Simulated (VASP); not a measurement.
# Fe2O3 (R-3c) in VASP: settings compared

Fe2O3 is run at these levels: RPBE, PBE, PBE exchange alone; tasks: single point.

Program: VASP 6.6.1. These are calculated values, not measurements. Logs are shortened: lines on timing, memory, paths and dates and some standing lists are left out, and cuts for length are marked.

## Step 1: The cell of the first run

The structure is trigonal, space group R-3c (No. 167). Conventional cell: a = 5.038 Å, b = 5.038 Å, c = 13.772 Å, α = 90.00°, β = 90.00°, γ = 120.00°. Fe (site symmetry 3) has 6 O at 1.95 to 2.12 Å within 2.6 Å. Within 2.9 Å of O (site symmetry 2) lie 4 Fe at 1.95 to 2.12 Å and 8 O at 2.67 to 2.89 Å.

## Step 2: Single point, RPBE, collinear spin, ferromagnetic start

INCAR

```
SYSTEM = Fe2O3
ALGO = Normal ; EDIFF = 1E-6
ENCUT = 600 ; GGA = RP
GGA_COMPAT = .False. ; ISIF = 2
ISMEAR = -1 ; ISPIN = 2
LASPH = .True. ; LCHARG = .False.
LMAXMIX = 4 ; LORBIT = 11
LREAL = .False. ; LWAVE = .False.
MAGMOM = 3 3 3 3 0 0 0 0 0 0 ; NBANDS = 65
NELM = 200 ; PREC = Accurate
SIGMA = 0.05
```

KPOINTS

```
k-points
0
Gamma
  7 7 7
  0 0 0
```

POSCAR

```
Fe2O3
1.0
    2.5190000000      1.4543453281      4.5906666667
   -2.5190000000      1.4543453281      4.5906666667
    0.0000000000     -2.9086906562      4.5906666667
Fe O
4 6
Direct
    0.3553000000      0.3553000000      0.3553000000
    0.1447000000      0.1447000000      0.1447000000
    0.6447000000      0.6447000000      0.6447000000
    0.8553000000      0.8553000000      0.8553000000
    0.5559000000      0.2500000000      0.9441000000
    0.2500000000      0.9441000000      0.5559000000
    0.9441000000      0.5559000000      0.2500000000
    0.4441000000      0.7500000000      0.0559000000
    0.7500000000      0.0559000000      0.4441000000
    0.0559000000      0.4441000000      0.7500000000
```

Potentials or basis: VASP PAW PBE potentials, release 64 (Fe_sv, O).

The run is started by

```bash
$ cat potpaw_PBE.64/Fe_sv/POTCAR potpaw_PBE.64/O/POTCAR > POTCAR
$ mpirun -np 1 vasp_std > vasp.out
```

OUTCAR:

```text
SYSTEM = Fe2O3
   EDIFF = 1E-6
   ENCUT = 600
   GGA = RP
   ISIF = 2
   ISMEAR = -1
   ISPIN = 2
   LASPH = .True.
   LORBIT = 11
   LREAL = .False.
   NELM = 200
   PREC = Accurate

 ion  position               nearest neighbor table
   1  0.355  0.355  0.355-   9 1.95  10 1.95   8 1.95   7 2.12   5 2.12   6 2.12
   2  0.145  0.145  0.145-   8 1.95  10 1.95   9 1.95   7 2.12   5 2.12   6 2.12
   3  0.645  0.645  0.645-   6 1.95   7 1.95   5 1.95  10 2.12   9 2.12   8 2.12
   4  0.855  0.855  0.855-   5 1.95   7 1.95   6 1.95  10 2.12   9 2.12   8 2.12
   5  0.556  0.250  0.944-   4 1.95   3 1.95   1 2.12   2 2.12
   6  0.250  0.944  0.556-   3 1.95   4 1.95   1 2.12   2 2.12
   7  0.944  0.556  0.250-   3 1.95   4 1.95   1 2.12   2 2.12
   8  0.444  0.750  0.056-   2 1.95   1 1.95   3 2.12   4 2.12
   9  0.750  0.056  0.444-   1 1.95   2 1.95   3 2.12   4 2.12
  10  0.056  0.444  0.750-   1 1.95   2 1.95   3 2.12   4 2.12

  LATTYP: Found a trigonal (rhomboedric) cell.
 ALAT       =     5.4345838643
 COS(alpha) =     0.5703114900

  Lattice vectors:

 A1 = (   2.5190000000,   1.4543453281,   4.5906666667)
 A2 = (  -2.5190000000,   1.4543453281,   4.5906666667)
 A3 = (   0.0000000000,  -2.9086906562,   4.5906666667)

Analysis of symmetry for initial positions (statically):
=====================================================================
 Subroutine PRICEL returns:
 Original cell was already a primitive cell.

 Routine SETGRP: Setting up the symmetry group for a
 trigonal (rhombohedral) supercell.

 Subroutine GETGRP returns: Found 12 space group operations
 (whereof  6 operations were pure point group operations)
 out of a pool of 12 trial point group operations.

The static configuration has the point symmetry S_6 .
 The point group associated with its full space group is D_3d.

Analysis of symmetry for dynamics (positions and initial velocities):
=====================================================================
 Subroutine PRICEL returns:
 Original cell was already a primitive cell.

 Routine SETGRP: Setting up the symmetry group for a
 trigonal (rhombohedral) supercell.

 Subroutine GETGRP returns: Found 12 space group operations
 (whereof  6 operations were pure point group operations)
 out of a pool of 12 trial point group operations.

The dynamic configuration has the point symmetry S_6 .
 The point group associated with its full space group is D_3d.

Analysis of structural, dynamic, and magnetic symmetry:
=====================================================================
 Subroutine PRICEL returns:
 Original cell was already a primitive cell.

 Routine SETGRP: Setting up the symmetry group for a
 trigonal (rhombohedral) supercell.

 Subroutine GETGRP returns: Found 12 space group operations
 (whereof  6 operations were pure point group operations)
 out of a pool of 12 trial point group operations.

The overall configuration has the point symmetry S_6 .
 The point group associated with its full space group is D_3d.

 Subroutine INISYM returns: Found 12 space group operations
 (whereof  6 operations are pure point group operations),
 and found     1 'primitive' translations

----------------------------------------------------------------------------------------

                                     Primitive cell

  volume of cell :     100.9073

  direct lattice vectors                    reciprocal lattice vectors
     2.519000000  1.454345328  4.590666667     0.198491465  0.114599101  0.072611095
    -2.519000000  1.454345328  4.590666667    -0.198491465  0.114599101  0.072611095
     0.000000000 -2.908690656  4.590666667     0.000000000 -0.229198201  0.072611095

  length of vectors
     5.434583864  5.434583864  5.434583864     0.240425012  0.240425012  0.240425012

  position of ions in fractional coordinates (direct lattice)
     0.355300000  0.355300000  0.355300000
     0.144700000  0.144700000  0.144700000
     0.644700000  0.644700000  0.644700000
     0.855300000  0.855300000  0.855300000
     0.555900000  0.250000000  0.944100000
     0.250000000  0.944100000  0.555900000
     0.944100000  0.555900000  0.250000000
     0.444100000  0.750000000  0.055900000
     0.750000000  0.055900000  0.444100000
     0.055900000  0.444100000  0.750000000

  ion indices of the primitive-cell ions
   primitive index   ion index
                 1           1
                 2           2
                 3           3
                 4           4
                 5           5
                 6           6
                 7           7
                 8           8
                 9           9
                10          10

----------------------------------------------------------------------------------------

 KPOINTS: k-points

Automatic generation of k-mesh.
 Grid dimensions read from file:
 generate k-points for:    7    7    7

 Generating k-lattice:

  Cartesian coordinates                     Fractional coordinates (reciprocal lattice)
     0.028355924  0.016371300  0.010373014     0.142857143  0.000000000  0.000000000
    -0.028355924  0.016371300  0.010373014     0.000000000  0.142857143  0.000000000
     0.000000000 -0.032742600  0.010373014     0.000000000  0.000000000  0.142857143

  Length of vectors
     0.034346430  0.034346430  0.034346430

  Shift w.r.t. Gamma in fractional coordinates (k-lattice)
     0.000000000  0.000000000  0.000000000

 Subroutine IBZKPT returns following result:
 ===========================================

 Found     44 irreducible k-points:

 Following reciprocal coordinates:
            Coordinates               Weight
  0.000000  0.000000  0.000000      1.000000
  0.142857  0.000000 -0.000000      6.000000
  0.285714  0.000000 -0.000000      6.000000
  0.428571  0.000000 -0.000000      6.000000
  0.142857  0.142857 -0.000000      6.000000
  0.285714  0.142857  0.000000     12.000000
[... 16 lines left out ...]
  0.285714  0.285714  0.142857      6.000000
  0.428571  0.285714  0.142857     12.000000
 [... further k-points ...]
   k-points           NKPTS =     44   k-points in BZ     NKDIM =     44   number of bands    NBANDS=     65
   number of dos      NEDOS =    301   number of ions     NIONS =     10
   total plane-waves  NPLWV = 110592
   dimension x,y,z NGX =    48 NGY =   48 NGZ =   48
   dimension x,y,z NGXF=    96 NGYF=   96 NGZF=   96
   ions per type =               4   6
   NGX,Y,Z   is equivalent  to a cutoff of  14.68, 14.68, 14.68 a.u.
   NGXF,Y,Z  is equivalent  to a cutoff of  29.37, 29.37, 29.37 a.u.
 SYSTEM =  Fe2O3
   PREC   = accura    normal or accurate (medium, high low for compatibility)
   ISTART =      0    job   : 0-new  1-cont  2-samecut
   ICHARG =      2    charge: 1-file 2-atom 10-const
   ISPIN  =      2    spin polarized calculation?
   LNONCOLLINEAR =      F non collinear calculations
   LSORBIT =      F    spin-orbit coupling
   LASPH  =      T    aspherical Exc in radial PAW
   ENCUT  =  600.0 eV  44.10 Ry    6.64 a.u.  10.85 10.85 10.85*2*pi/ulx,y,z
   NELM   =    200;   NELMIN=  2; NELMDL= -5     # of ELM steps
   EDIFF  = 0.1E-05   stopping-criterion for ELM
   LREAL  =      F    real-space projection
   EDIFFG = 0.1E-04   stopping-criterion for IOM
   NSW    =      0    number of steps for IOM
   IBRION =     -1    ionic relax: 0-MD 1-quasi-New 2-CG
   NFREE  =      0    steps in history (QN), initial steepest desc. (CG)
   ISIF   =      2    stress and relaxation
   ISYM   =      2    0-nonsym 1-usesym 2-fastsym
   POTIM  = 0.5000    time-step for ionic-motion
   TEBEG  =    0.0;   TEEND  =   0.0 temperature during run
   PSTRESS=    0.0 pullay stress
   NELECT =     100.0000    total number of electrons
   NUPDOWN=      -1.0000    fix difference up-down
   EMIN   =  10.00;   EMAX   =-10.00  energy-range for DOS
   EFERMI =   0.00;   METHOD = LEGACY
   ISMEAR =    -1;   SIGMA  =   0.05  broadening in eV -4-tet -1-fermi 0-gaus
   EFERMI_NEDOS =   21; number of points for ismear=-14 and -15
   IALGO  =     38    algorithm
   IMIX   =      4    mixing-type and parameters
     AMIX     =   0.40;   BMIX     =  1.00
     AMIX_MAG =   1.60;   BMIX_MAG =  1.00
  volume/ion in A,a.u.               =      10.09        68.10
  Fermi-wavevector in a.u.,A,eV,Ry     =   1.632177  3.084367 36.245945  2.664002
  Thomas-Fermi vector in A             =   2.724191
   LORBIT       =     11    0 simple, 1 ext, 2 COOP (PROOUT), +10 PAW based schemes
   GGA     = RP    functional components
   LHFCALC =     F    Hartree Fock is set to
   AEXX    =    0.0000 exact exchange contribution
   IVDW    =     0    specifies the selected vdW correction
   LEPSILON=     F    determine dielectric tensor
   LRPA    =     F    only Hartree local field effects (RPA)
 spin polarized calculation
  energy-cutoff  :      600.00
  volume of cell :      100.91
 maximum number of plane-waves:      3388
 NGX is ok and might be reduce to    48
   NGX = 21   NGY = 21   NGZ = 21

 number of electron     100.0000022 magnetization      15.2150295

 Free energy of the ion-electron system (eV)
  ---------------------------------------------------
  ext. energy  EPLUGINS =         0.00000000
  ---------------------------------------------------
  free energy    TOTEN  =       -70.19344361 eV

  energy without entropy =      -70.10048766  energy(sigma->0) =      -70.14696564

 E-fermi :   7.4162     XC(G=0): -11.6596

 val. band max:        7.4155356075   @ k =  -0.1429   0.4286   0.1429
 cond. band min:       7.4185049863   @ k =   0.2857   0.2857   0.1429
 fundamental gap:      0.0029693788
 Fermi energy:         7.4162471530

 spin component 1

 k-point     1 :       0.0000    0.0000    0.0000
  band No.  band energies     occupation
      1     -82.9943      1.00000
      2     -82.9917      1.00000
      3     -82.9903      1.00000
      4     -82.9881      1.00000
      5     -48.9415      1.00000
      6     -48.9373      1.00000
[... 1549 lines left out ...]
     61      13.2083      0.00000
     62      15.5867      0.00000

 [... further k-points ...]

 spin component 2

 k-point     1 :       0.0000    0.0000    0.0000
  band No.  band energies     occupation
      1     -79.0201      1.00000
      2     -79.0170      1.00000
      3     -79.0153      1.00000
      4     -79.0128      1.00000
      5     -45.0662      1.00000
      6     -45.0662      1.00000
[... 1549 lines left out ...]
     61      13.9246      0.00000
     62      16.2365      0.00000

 [... further k-points ...]

 [bands above 62 left out]

------------------------ aborting loop because EDIFF is reached ----------------------------------------

  FORCE on cell =-STRESS in cart. coord.  units (eV):
  Direction    XX          YY          ZZ          XY          YZ          ZX
  --------------------------------------------------------------------------------------
  -------------------------------------------------------------------------------------
  Total        1.6715884      1.6715884      0.8714904      0.0000000     -0.0000000      0.0000000
  in kB       26.5409966     26.5409966     13.8372719      0.0000000     -0.0000000      0.0000000
  external PRESSURE =      22.3064217 kB  Pullay stress =       0.0000000 kB

 VOLUME and BASIS-vectors are now :
 -----------------------------------------------------------------------------
  energy-cutoff  :      600.00
  volume of cell :      100.91
      direct lattice vectors                 reciprocal lattice vectors
     2.519000000  1.454345328  4.590666667     0.198491465  0.114599101  0.072611095
    -2.519000000  1.454345328  4.590666667    -0.198491465  0.114599101  0.072611095
     0.000000000 -2.908690656  4.590666667     0.000000000 -0.229198201  0.072611095

 POSITION                                       TOTAL-FORCE (eV/Angst)
 -----------------------------------------------------------------------------------
      0.00000      0.00000      4.89319         0.000000      0.000000     -0.756967
      0.00000      0.00000      1.99281         0.000000      0.000000      0.756967
      0.00000      0.00000      8.87881         0.000000      0.000000      0.756967
      0.00000      0.00000     11.77919         0.000000      0.000000     -0.756967
      0.77056     -1.57404      8.03367         0.050556      0.087566      0.000000
     -1.74844      0.11969      8.03367         0.050556     -0.087566      0.000000
      0.97788      1.45435      8.03367        -0.101112      0.000000      0.000000
     -0.77056      1.57404      5.73833        -0.050556     -0.087566      0.000000
      1.74844     -0.11969      5.73833        -0.050556      0.087566      0.000000
     -0.97788     -1.45435      5.73833         0.101112      0.000000     -0.000000
 -----------------------------------------------------------------------------------
    total drift:                                0.000000      0.000000      0.000000

  FREE ENERGIE OF THE ION-ELECTRON SYSTEM (eV)
  ---------------------------------------------------
  free  energy   TOTEN  =       -70.1934436115 eV

  energy  without entropy=      -70.1004876624  energy(sigma->0) =      -70.14696564

 total charge

# of ion       s       p       d       tot
------------------------------------------
    1        2.132   6.033   5.351  13.515
    2        2.132   6.033   5.351  13.515
    3        2.132   6.033   5.351  13.515
    4        2.132   6.033   5.351  13.515
    5        1.572   3.435   0.000   5.007
    6        1.572   3.435   0.000   5.007
    7        1.572   3.435   0.000   5.007
    8        1.572   3.435   0.000   5.007
    9        1.572   3.435   0.000   5.007
   10        1.572   3.435   0.000   5.007
--------------------------------------------------
tot         17.958  44.742  21.402  84.102

 magnetization (x)

# of ion       s       p       d       tot
------------------------------------------
    1        0.016   0.014   3.236   3.267
    2        0.016   0.014   3.236   3.267
    3        0.016   0.014   3.236   3.267
    4        0.016   0.014   3.236   3.267
    5        0.022   0.176   0.000   0.197
    6        0.022   0.176   0.000   0.197
    7        0.022   0.176   0.000   0.197
    8        0.022   0.176   0.000   0.197
    9        0.022   0.176   0.000   0.197
   10        0.022   0.176   0.000   0.197
--------------------------------------------------
tot          0.194   1.113  12.945  14.252
```

Run time: 13 min. Hardware: 1 thread of Intel Xeon 6975P-C (Granite Rapids), shared host; peak memory 0.71 GiB.

What came out:

```yaml
Free_energy: -70.1934 eV
Pressure: 2.2 GPa
Largest_force: 0.757 eV/Å
Net_moment: 15.22 μB per cell
Site_moments: Fe +3.27; O +0.20 μB
Valence_electrons_inside_the_program's_atomic_spheres: Fe 13.52; O 5.01
```

Forces on the atoms (eV/Å):
```
Fe   0.000  0.000 -0.757
Fe   0.000  0.000  0.757
Fe   0.000  0.000  0.757
Fe   0.000  0.000 -0.757
O    0.051  0.088  0.000
O    0.051 -0.088  0.000
O   -0.101  0.000  0.000
O   -0.051 -0.088  0.000
O   -0.051  0.088  0.000
O    0.101  0.000  0.000
```

Levels at points of the mesh, in eV from the Fermi level:
Spin up:
| k point | band 53 | band 54 | band 55 | band 56 | band 57 | band 58 | band 59 | band 60 | band 61 | band 62 |
| --- | --- | --- | --- | --- | --- | --- | --- | --- | --- | --- |
| (0.00, 0.00, 0.00) | -1.24 | -1.24 | -0.81 | -0.81 | 0.07 | 0.07 | 0.63 | 0.63 | 3.84 | 7.82 |
Spin down:
```csv
k point,band 38,band 39,band 40,band 41,band 42,band 43,band 44,band 45,band 46,band 47
"(0.00, 0.00, 0.00)",-2.44,-2.44,-2.40,-0.17,-0.17,-0.14,0.16,0.16,0.19,0.19
```

Caveat: the PAW data sets were made with another functional, which shifts forces and pressure a little; semilocal functionals often make such compounds metallic where correlation or magnetic order opens a gap, which also shifts bond lengths; the run started ferromagnetic, and an antiferromagnetic order may lie lower in energy. With open d or f shells a metallic result of RPBE can be an artefact of self-interaction; +U or a hybrid may open a gap.

(Continued in part 2 of 2.)
